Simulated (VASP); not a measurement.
# Pb33S31 (a cell with a defect) in VASP: single point with PBEsol

Aim: the single point of Pb33S31 (a cell with a defect) with PBEsol.

All numbers are computed with VASP 6.6.1; they aren't measurements. Logs are shortened: lines on timing, memory, paths and dates and some standing lists are left out, and cuts for length are marked.

**1. The cell of the first run**

The cell holds a defect, 64 atoms: a = 11.800 Å, b = 11.800 Å, c = 11.800 Å, α = 90.00°, β = 90.00°, γ = 90.00°.

**2. Single point, PBEsol**

Contents of INCAR:

```
PREC = Accurate ; ENCUT = 400
EDIFF = 1E-6 ; ISMEAR = -1
SIGMA = 0.05 ; LREAL = Auto
LASPH = T ; NELM = 120
ALGO = Normal ; ISIF = 2
LWAVE = F ; LCHARG = T
GGA = PS ; LELF = T
LVHAR = T ; NBANDS = 362
NELECT = 646.0 ; ISYM = -1
GGA_COMPAT = F
```

Contents of KPOINTS:

```
explicit points
1
Reciprocal
  0.25000000   0.25000000   0.25000000 1
```

Contents of POSCAR:

```
Pb33S31
1.0
   11.8000000000      0.0000000000      0.0000000000
    0.0000000000     11.8000000000      0.0000000000
    0.0000000000      0.0000000000     11.8000000000
S Pb
31 33
Direct
    0.2502060000      0.9965890000      0.0035550000
    0.2448420000      0.9991490000      0.5052210000
    0.2559860000      0.4951270000      0.0030270000
    0.7502410000      0.0002120000      0.9998770000
    0.7465170000      0.0037760000      0.4999340000
    0.7540880000      0.5002400000      0.9961050000
    0.7478350000      0.5053720000      0.4941170000
    0.0016770000      0.2500280000      0.9998010000
    0.9994190000      0.2569760000      0.4997990000
    0.0018130000      0.7488150000      0.9994670000
    0.9942450000      0.7560140000      0.4992850000
    0.5006580000      0.2498930000      0.0002910000
    0.4964110000      0.2538580000      0.5003600000
    0.5006450000      0.7489100000      0.0000010000
    0.4935340000      0.7508100000      0.4999910000
    0.9997430000      0.0006650000      0.2508780000
    0.0000840000      0.0000700000      0.7499090000
    0.0068650000      0.5008800000      0.2483020000
    0.0050180000      0.5000690000      0.7453640000
    0.4985430000      0.0001970000      0.2516640000
    0.4991010000      0.9996990000      0.7504790000
    0.5057040000      0.5001700000      0.2446780000
    0.5017760000      0.4995310000      0.7438210000
    0.2501870000      0.2495810000      0.2569590000
    0.2506850000      0.2443060000      0.7561700000
    0.2499680000      0.7465250000      0.2535390000
    0.2503410000      0.7430220000      0.7508120000
    0.7501620000      0.2515070000      0.2494960000
    0.7506890000      0.2516520000      0.7483540000
    0.7499370000      0.7506000000      0.2495520000
    0.7503530000      0.7503630000      0.7485460000
    0.2478910000      0.4988420000      0.5033230000
    0.9983890000      0.0002310000      0.9999790000
    0.9927450000      0.0058420000      0.5001200000
    0.9987310000      0.4992060000      0.9971630000
    0.9839860000      0.5125470000      0.4955750000
    0.5020930000      0.9993990000      0.0003460000
    0.5016040000      0.0008170000      0.5007970000
    0.5079800000      0.4994750000      0.9961460000
    0.5128910000      0.5012740000      0.4910070000
    0.2508860000      0.2424100000      0.0059530000
    0.2496360000      0.2345230000      0.5117390000
    0.2510510000      0.7517440000      0.0012070000
    0.2376690000      0.7637790000      0.4999640000
    0.7509440000      0.2480940000      0.9998530000
    0.7487760000      0.2484060000      0.4990480000
    0.7502310000      0.7520360000      0.9989780000
    0.7439470000      0.7575380000      0.4991890000
    0.2493010000      0.9991160000      0.2484680000
    0.2499460000      0.9942320000      0.7572540000
    0.2587260000      0.4994350000      0.2377710000
    0.2549370000      0.4877990000      0.7671420000
    0.7496800000      0.0008250000      0.2479290000
    0.7501100000      0.9999970000      0.7516640000
    0.7540830000      0.5005800000      0.2423680000
    0.7528210000      0.5009540000      0.7513450000
    0.0001320000      0.2502580000      0.2499060000
    0.9980640000      0.2496410000      0.7502650000
    0.9987600000      0.7514100000      0.2463380000
    0.9997060000      0.7506680000      0.7521620000
    0.5007480000      0.2478920000      0.2493450000
    0.5035490000      0.2486660000      0.7511420000
    0.5007800000      0.7524370000      0.2491710000
    0.5002260000      0.7499590000      0.7497240000
```

Potentials or basis: VASP PAW PBE potentials, release 64 (S, Pb_d).

The run is started by

```sh
cat potpaw_PBE.64/S/POTCAR potpaw_PBE.64/Pb_d/POTCAR > POTCAR
mpirun -np 1 vasp_std > vasp.out
```

OUTCAR:

```text
PREC = Accurate
   ENCUT = 400
   EDIFF = 1E-6
   ISMEAR = -1
   LREAL = Auto
   LASPH = T
   NELM = 120
   ISIF = 2
   GGA = PS
   NELECT = 646.0
   ISYM = -1

 ion  position               nearest neighbor table
   1  0.250  0.997  0.004-  43 2.89  49 2.89  41 2.90  50 2.91  33 2.97  37 2.97
   2  0.245  0.999  0.505-  42 2.78  44 2.78  50 2.98  34 2.98  49 3.03  38 3.03
   3  0.256  0.495  0.003-  51 2.77  52 2.78  39 2.98  41 2.98  43 3.03  35 3.04
   4  0.750  0.000  1.000-  45 2.93  53 2.93  33 2.93  37 2.93  47 2.93  54 2.93
   5  0.747  0.004  0.500-  46 2.89  38 2.89  34 2.91  48 2.91  54 2.97  53 2.97
   6  0.754  0.500  0.996-  35 2.89  56 2.89  39 2.90  55 2.91  47 2.97  45 2.98
[... 24 lines left out ...]
  31  0.750  0.750  0.749-  60 2.94  56 2.94  48 2.94  54 2.95  64 2.95  47 2.96
  32  0.248  0.499  0.503-  52 3.12  36 3.12  42 3.12  44 3.13  40 3.13  51 3.14
  33  0.998  0.000  1.000-   4 2.93   8 2.95  17 2.95  16 2.96  10 2.97   1 2.97  50 4.13  41 4.13
                            59 4.13  45 4.13
  34  0.993  0.006  0.500-   5 2.91  16 2.94  11 2.95  17 2.95   9 2.96   2 2.98  46 4.06  42 4.06
                            44 4.06  58 4.12  54 4.12  57 4.13  53 4.13
  35  0.999  0.499  0.997-   6 2.89   8 2.94  10 2.95  18 2.97  19 2.97   3 3.04  52 4.07  55 4.09
                            56 4.10
  36  0.984  0.513  0.496-   7 2.79  11 2.88  18 2.93  19 2.96   9 3.02  32 3.12  55 4.04  48 4.05
                            56 4.07  59 4.08  60 4.13
  37  0.502  0.999  0.000-   4 2.93  21 2.95  14 2.96  12 2.96  20 2.97   1 2.97  41 4.12  53 4.13
                            50 4.13  47 4.13  63 4.14
[... 22 lines left out ...]
  49  0.249  0.999  0.248-   1 2.89  20 2.94  16 2.94  24 2.96  26 2.98   2 3.03  41 4.05  44 4.07
                            43 4.13
  50  0.250  0.994  0.757-   1 2.91  21 2.94  17 2.95  25 2.95  27 2.97   2 2.98  42 4.05  43 4.06
                            44 4.08  60 4.12  33 4.13  64 4.13  37 4.13
  51  0.259  0.499  0.238-   3 2.77  22 2.92  26 2.92  24 2.96  18 2.97  32 3.14  43 4.08  41 4.09
                            39 4.10  61 4.12  63 4.13
  52  0.255  0.488  0.767-   3 2.78  25 2.88  23 2.93  19 2.96  27 3.02  32 3.12  39 4.03  41 4.04
                            35 4.07  62 4.07  58 4.14
  53  0.750  0.001  0.248-   4 2.93  16 2.95  30 2.95  28 2.96  20 2.96   5 2.97  48 4.13  37 4.13
                            45 4.13  34 4.13  61 4.14
  54  0.750  1.000  0.752-   4 2.93  31 2.95  17 2.95  21 2.96  29 2.97   5 2.97  34 4.12  48 4.13
                            62 4.13  47 4.13
  55  0.754  0.501  0.242-   6 2.91  22 2.93  28 2.94  30 2.95   7 2.97  18 2.98  36 4.04  35 4.09
                            40 4.09  39 4.11  47 4.13  45 4.13  59 4.14
  56  0.753  0.501  0.751-   6 2.89  29 2.94  31 2.94  23 2.96  19 2.98   7 3.04  36 4.07  39 4.09
                            35 4.10
  57  0.000  0.250  0.250-  16 2.95  28 2.95   9 2.95   8 2.95  24 2.95  18 2.96  34 4.13  41 4.13

  58  0.998  0.250  0.750-  29 2.92   8 2.94  17 2.95  19 2.96   9 2.96  25 2.98  42 4.09  34 4.12
                            52 4.14
  59  0.999  0.751  0.246-  10 2.91  30 2.94  16 2.94  18 2.96  26 2.97  11 2.99  36 4.08  44 4.11
                            33 4.13  55 4.14  47 4.14
  60  1.000  0.751  0.752-  10 2.92  31 2.94  17 2.94  19 2.96  27 2.96  11 2.99  44 4.09  50 4.12
                            36 4.13
  61  0.501  0.248  0.249-  20 2.92  12 2.94  28 2.94  24 2.96  13 2.96  22 2.98  41 4.12  51 4.12
                            40 4.13  53 4.14
  62  0.504  0.249  0.751-  29 2.92  21 2.94  12 2.94  13 2.96  23 2.96  25 2.98  52 4.07  42 4.12
                            54 4.13  39 4.14  45 4.14
  63  0.501  0.752  0.249-  20 2.92  30 2.94  14 2.94  26 2.96  15 2.96  22 2.98  48 4.12  40 4.12
                            51 4.13  37 4.14
  64  0.500  0.750  0.750-  21 2.95  15 2.95  27 2.95  31 2.95  14 2.95  23 2.96  48 4.13  50 4.13

IMPORTANT INFORMATION: All symmetrisations will be switched off!
NOSYMM: (Re-)initialisation of all symmetry stuff for point group C_1.

----------------------------------------------------------------------------------------

                                     Primitive cell

  volume of cell :    1643.0320

  direct lattice vectors                    reciprocal lattice vectors
    11.800000000  0.000000000  0.000000000     0.084745763  0.000000000  0.000000000
     0.000000000 11.800000000  0.000000000     0.000000000  0.084745763  0.000000000
     0.000000000  0.000000000 11.800000000     0.000000000  0.000000000  0.084745763

  length of vectors
    11.800000000 11.800000000 11.800000000     0.084745763  0.084745763  0.084745763

  position of ions in fractional coordinates (direct lattice)
     0.250206000  0.996589000  0.003555000
     0.244842000  0.999149000  0.505221000
     0.255986000  0.495127000  0.003027000
     0.750241000  0.000212000  0.999877000
     0.746517000  0.003776000  0.499934000
     0.754088000  0.500240000  0.996105000
[... 56 lines left out ...]
     0.500780000  0.752437000  0.249171000
     0.500226000  0.749959000  0.749724000

  ion indices of the primitive-cell ions
   primitive index   ion index
                 1           1
                 2           2
                 3           3
                 4           4
                 5           5
                 6           6
[... 56 lines left out ...]
                63          63
                64          64

----------------------------------------------------------------------------------------

 KPOINTS: explicit points

Read explicit list of k-points.

 Found      1 k-points:

 Following reciprocal coordinates:
            Coordinates               Weight
  0.250000  0.250000  0.250000      1.000000
   k-points           NKPTS =      1   k-points in BZ     NKDIM =      1   number of bands    NBANDS=    362
   number of dos      NEDOS =    301   number of ions     NIONS =     64
   total plane-waves  NPLWV = 512000
   dimension x,y,z NGX =    80 NGY =   80 NGZ =   80
   dimension x,y,z NGXF=   160 NGYF=  160 NGZF=  160
   ions per type =              31  33
   NGX,Y,Z   is equivalent  to a cutoff of  11.27, 11.27, 11.27 a.u.
   NGXF,Y,Z  is equivalent  to a cutoff of  22.54, 22.54, 22.54 a.u.
 SYSTEM =  unknown system
   PREC   = accura    normal or accurate (medium, high low for compatibility)
   ISTART =      0    job   : 0-new  1-cont  2-samecut
   ICHARG =      2    charge: 1-file 2-atom 10-const
   ISPIN  =      1    spin polarized calculation?
   LNONCOLLINEAR =      F non collinear calculations
   LSORBIT =      F    spin-orbit coupling
   LASPH  =      T    aspherical Exc in radial PAW
   ENCUT  =  400.0 eV  29.40 Ry    5.42 a.u.  19.24 19.24 19.24*2*pi/ulx,y,z
   NELM   =    120;   NELMIN=  2; NELMDL= -5     # of ELM steps
   EDIFF  = 0.1E-05   stopping-criterion for ELM
   LREAL  =      T    real-space projection
   EDIFFG = 0.1E-04   stopping-criterion for IOM
   NSW    =      0    number of steps for IOM
   IBRION =     -1    ionic relax: 0-MD 1-quasi-New 2-CG
   NFREE  =      0    steps in history (QN), initial steepest desc. (CG)
   ISIF   =      2    stress and relaxation
   ISYM   =     -1    0-nonsym 1-usesym 2-fastsym
   POTIM  = 0.5000    time-step for ionic-motion
   TEBEG  =    0.0;   TEEND  =   0.0 temperature during run
   PSTRESS=    0.0 pullay stress
   NELECT =     646.0000    total number of electrons
   NUPDOWN=      -1.0000    fix difference up-down
   EMIN   =  10.00;   EMAX   =-10.00  energy-range for DOS
   EFERMI =   0.00;   METHOD = LEGACY
   ISMEAR =    -1;   SIGMA  =   0.05  broadening in eV -4-tet -1-fermi 0-gaus
   EFERMI_NEDOS =   21; number of points for ismear=-14 and -15
   IALGO  =     38    algorithm
   IMIX   =      4    mixing-type and parameters
     AMIX     =   0.40;   BMIX     =  1.00
     AMIX_MAG =   1.60;   BMIX_MAG =  1.00
  volume/ion in A,a.u.               =      25.67       173.25
  Fermi-wavevector in a.u.,A,eV,Ry     =   1.199325  2.266396 19.570364  1.438381
  Thomas-Fermi vector in A             =   2.335191
   LORBIT       =      0    0 simple, 1 ext, 2 COOP (PROOUT), +10 PAW based schemes
   GGA     = PS    functional components
   LHFCALC =     F    Hartree Fock is set to
   AEXX    =    0.0000 exact exchange contribution
   IVDW    =     0    specifies the selected vdW correction
   LEPSILON=     F    determine dielectric tensor
   LRPA    =     F    only Hartree local field effects (RPA)
 non-spin polarized calculation
  energy-cutoff  :      400.00
  volume of cell :     1643.03
 maximum number of plane-waves:     29824
 NGX is ok and might be reduce to    80
   NGX = 39   NGY = 39   NGZ = 39

 number of electron     645.9999829 magnetization

 Free energy of the ion-electron system (eV)
  ---------------------------------------------------
  ext. energy  EPLUGINS =         0.00000000
  ---------------------------------------------------
  free energy    TOTEN  =      -311.50806842 eV

  energy without entropy =     -311.41916999  energy(sigma->0) =     -311.46361921

 E-fermi :   5.7819     XC(G=0):  -9.9794

 val. band max:        5.6983060942   @ k =   0.2500   0.2500   0.2500
 cond. band min:       5.8656200926   @ k =   0.2500   0.2500   0.2500
 fundamental gap:      0.1673139984
 Fermi energy:         5.7819420288

 k-point     1 :       0.2500    0.2500    0.2500
  band No.  band energies     occupation
      1     -11.4512      2.00000
      2     -11.4440      2.00000
      3     -11.2961      2.00000
      4     -11.2385      2.00000
      5     -11.2217      2.00000
      6     -11.0723      2.00000
[... 327 lines left out ...]
    334       7.7117      0.00000
    335       7.7229      0.00000
 [bands above 335 left out]

------------------------ aborting loop because EDIFF is reached ----------------------------------------

  FORCE on cell =-STRESS in cart. coord.  units (eV):
  Direction    XX          YY          ZZ          XY          YZ          ZX
  --------------------------------------------------------------------------------------
  -------------------------------------------------------------------------------------
  Total      -20.8641999    -20.6143176    -20.8781452     -0.5876331     -0.6133675     -0.2104332
  in kB      -20.3454030    -20.1017341    -20.3590015     -0.5730214     -0.5981159     -0.2052007
  external PRESSURE =     -20.2687129 kB  Pullay stress =       0.0000000 kB

 VOLUME and BASIS-vectors are now :
 -----------------------------------------------------------------------------
  energy-cutoff  :      400.00
  volume of cell :     1643.03
      direct lattice vectors                 reciprocal lattice vectors
    11.800000000  0.000000000  0.000000000     0.084745763  0.000000000  0.000000000
     0.000000000 11.800000000  0.000000000     0.000000000  0.084745763  0.000000000
     0.000000000  0.000000000 11.800000000     0.000000000  0.000000000  0.084745763

 POSITION                                       TOTAL-FORCE (eV/Angst)
 -----------------------------------------------------------------------------------
      2.95243     11.75975      0.04195         0.003298      0.003235      0.002559
      2.88914     11.78996      5.96161         0.026639     -0.005266     -0.029661
      3.02063      5.84250      0.03572        -0.025691      0.019059      0.006945
      8.85284      0.00250     11.79855         0.000298     -0.001405      0.000074
      8.80890      0.04456      5.89922         0.000208     -0.006237     -0.002813
      8.89824      5.90283     11.75404        -0.000438     -0.001645      0.000403
[... 56 lines left out ...]
      5.90920      8.87876      2.94022         0.004583     -0.001681     -0.002127
      5.90267      8.84952      8.84674        -0.011557     -0.002124      0.004021
 -----------------------------------------------------------------------------------
    total drift:                                0.000494     -0.001521      0.001629

  FREE ENERGIE OF THE ION-ELECTRON SYSTEM (eV)
  ---------------------------------------------------
  free  energy   TOTEN  =      -311.5080684209 eV

  energy  without entropy=     -311.4191699912  energy(sigma->0) =     -311.46361921
```

Wall time 9.1 min (1 thread of Intel Xeon 6975P-C (Granite Rapids), shared host); peak memory 1.1 GiB.

What came out:

```
Free energy   : -311.5081 eV
Largest force : 0.061 eV/Å
```

Forces on the atoms (eV/Å):
```
S    0.003  0.003  0.003
S    0.027 -0.005 -0.030
S   -0.026  0.019  0.007
S    0.000 -0.001  0.000
S    0.000 -0.006 -0.003
S    0.000 -0.002  0.000
S   -0.003 -0.023  0.031
S    0.001 -0.003 -0.001
S    0.006 -0.015  0.001
S   -0.001  0.001  0.001
S    0.009 -0.012  0.001
S    0.001 -0.004 -0.002
S    0.017 -0.021  0.000
S    0.003 -0.002  0.002
S    0.016 -0.005 -0.003
S    0.000 -0.003  0.002
S    0.002  0.001  0.001
S   -0.025 -0.002  0.001
S   -0.014  0.002  0.012
S    0.002 -0.001 -0.004
S   -0.001  0.001 -0.001
S   -0.017  0.002  0.017
S    0.003 -0.001  0.018
S    0.002  0.001 -0.018
S    0.006  0.011 -0.019
S   -0.005  0.023 -0.015
S    0.000  0.020 -0.006
S   -0.001  0.002 -0.001
S   -0.004 -0.005  0.002
S    0.002  0.000 -0.002
S    0.001  0.003 -0.002
Pb  -0.022 -0.003  0.025
Pb   0.005  0.002  0.003
Pb  -0.005  0.014 -0.002
Pb   0.011  0.000  0.003
Pb   0.015 -0.049  0.015
Pb  -0.005 -0.001 -0.006
Pb  -0.008  0.003  0.007
Pb  -0.002  0.005 -0.005
Pb  -0.011 -0.012  0.016
Pb  -0.002  0.003  0.012
Pb   0.006  0.013 -0.038
Pb   0.003 -0.011 -0.014
Pb   0.047 -0.014 -0.007
Pb   0.003  0.010 -0.001
Pb   0.008  0.013 -0.002
Pb  -0.003 -0.007  0.002
Pb  -0.006  0.005 -0.002
Pb  -0.010  0.004  0.007
Pb  -0.001 -0.018  0.005
Pb  -0.011  0.013  0.017
Pb  -0.024  0.052 -0.021
Pb   0.007  0.000  0.007
Pb  -0.003  0.002 -0.006
Pb   0.006  0.002 -0.002
Pb   0.003 -0.002 -0.011
Pb   0.003  0.002  0.006
Pb  -0.001  0.003 -0.002
Pb  -0.007  0.009  0.000
Pb   0.007 -0.005 -0.004
Pb   0.001  0.000  0.001
Pb   0.001 -0.002  0.004
Pb   0.005 -0.002 -0.002
Pb  -0.012 -0.002  0.004
```

Caveat: the cell carries a net charge on a neutralising background, which shifts energy and pressure; the cell is charged against a uniform background, so pressure and absolute levels hang on convention; the PAW data sets were made with another functional, which shifts forces and pressure a little; spin-orbit coupling is left out, which moves the levels of the heavy elements.
